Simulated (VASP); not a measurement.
## RbBr: single point with PBE

RbBr:

```xyz
2
Lattice="0.0000 3.8695 3.8695 3.8695 0.0000 3.8695 3.8695 3.8695 0.0000" Properties=species:S:1:pos:R:3 pbc="T T T"
Rb    0.0000    0.0000    0.0000
Br    1.9347    1.9347    1.9347
```

| Property | Result |
| --- | --- |
| Program | VASP 6.6.1 |
| Task | single point |
| Functional | PBE |
| Potentials or basis | VASP PAW PBE potentials, release 64 (Rb_sv, Br) |
| Cutoff | 520 eV |
| k mesh | 4 × 4 × 4 |
| Occupations | gaussian, width 0.01 eV |
| Spin | no spin polarisation |
| Dipole correction | no |
| Further INCAR settings | ALGO = Normal; EDIFF = 1e-07; NBANDS = 15 |

```json
{
 "Pressure": "0.2 GPa",
 "Band gap on the k mesh": "4.08 eV, indirect (least direct gap 4.16 eV)"
}
```

Levels at points of the mesh, in eV from the valence-band top:
```csv
k point,band 6,band 7,band 8,band 9,band 10,band 11
"(0.00, 0.00, 0.00)",-0.09,-0.09,-0.09,4.08,8.16,8.16
"(0.50, 0.00, 0.00)",-0.30,-0.04,-0.04,6.27,6.48,7.81
"(0.50, 0.50, 0.00)",-0.39,0.00,0.00,5.92,6.73,8.42
```

It took 15 s on 1 thread of Intel(R) Xeon(R) Platinum 8488C (Sapphire Rapids), on a shared host, peak memory 0.25 GiB.

A k mesh can miss the band edges. PBE gaps usually lie below the measured ones, often by a third to a half.
